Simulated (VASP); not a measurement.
A run of VASP 6.6.1 is set up as follows.

The input POSCAR:

```
AlCu
1.0
    2.9975090000      0.0000000000      0.0000000000
    0.0000000000      2.9975090000      0.0000000000
    0.0000000000      0.0000000000      2.9975090000
Al Cu
1 1
Direct
    0.0000000000      0.0000000000      0.0000000000
    0.5000000000      0.5000000000      0.5000000000
```

The input INCAR.step1:

```
ALGO     = Normal         # electronic algorithm
EDIFF    = 1E-4           # SCF threshold, eV
ENCUT    = 600            # plane-wave cutoff, eV
GGA      = PE             # functional
ISMEAR   = -1             # smearing method
LASPH    = True           # aspherical terms in the spheres
LCHARG   = False          # write CHGCAR
LREAL    = False          # projectors in reciprocal space
LWAVE    = True           # write WAVECAR
NELM     = 80             # most SCF steps
PREC     = Accurate       # precision mode
SIGMA    = 0.1            # smearing width, eV
```

The input INCAR.step2:

```
ALGO     = Normal         # electronic algorithm
EDIFF    = 1E-6           # SCF threshold, eV
EDIFFG   = -0.01          # ionic threshold
ENCUT    = 600            # plane-wave cutoff, eV
IBRION   = 2              # ionic algorithm
ISIF     = 3              # what is computed and relaxed
ISMEAR   = -1             # smearing method
ISTART   = 1            
LASPH    = True           # aspherical terms in the spheres
LCHARG   = False          # write CHGCAR
LMIXTAU  = True         
LREAL    = False          # projectors in reciprocal space
LWAVE    = False          # write WAVECAR
METAGGA  = R2SCAN         # meta-GGA
NELM     = 80             # most SCF steps
NSW      = 50             # ionic steps
PREC     = Accurate       # precision mode
PSTRESS  = 100.0        
SIGMA    = 0.1            # smearing width, eV
```

Contents of KPOINTS:

```
k-points
0
Gamma
  7 7 7
```

Potentials or basis: VASP PAW PBE potentials, release 64 (Al, Cu).

Command:

```sh
$ cat potpaw_PBE.64/Al/POTCAR potpaw_PBE.64/Cu/POTCAR > POTCAR
$ cp INCAR.step1 INCAR
$ mpirun -np 1 vasp_std > vasp.out
$ cp INCAR.step2 INCAR
$ mpirun -np 1 vasp_std > vasp.out
```

Q: What does it give for the relaxed volume?

A: 12.14 Å³/atom.

Q: Estimate the band gap on the k mesh.

A: Zero (band 7 reaches 14.76 eV, above the bottom of band 8 at 10.00 eV).

Step by step:
```tsv
step	energy change (eV)	largest force (eV/Å)	pressure (GPa)	volume (Å³)
1	0.0000	0.0000	-4.42	26.93
2	0.2324	0.0000	25.69	22.48
3	0.0333	0.0000	9.60	24.32
4	0.0364	0.0000	10.10	24.27
```

Caveat: the cell is relaxed towards a set pressure, so the enthalpy falls and the energy may rise; the PAW data sets were made with another functional, which shifts forces and pressure a little.
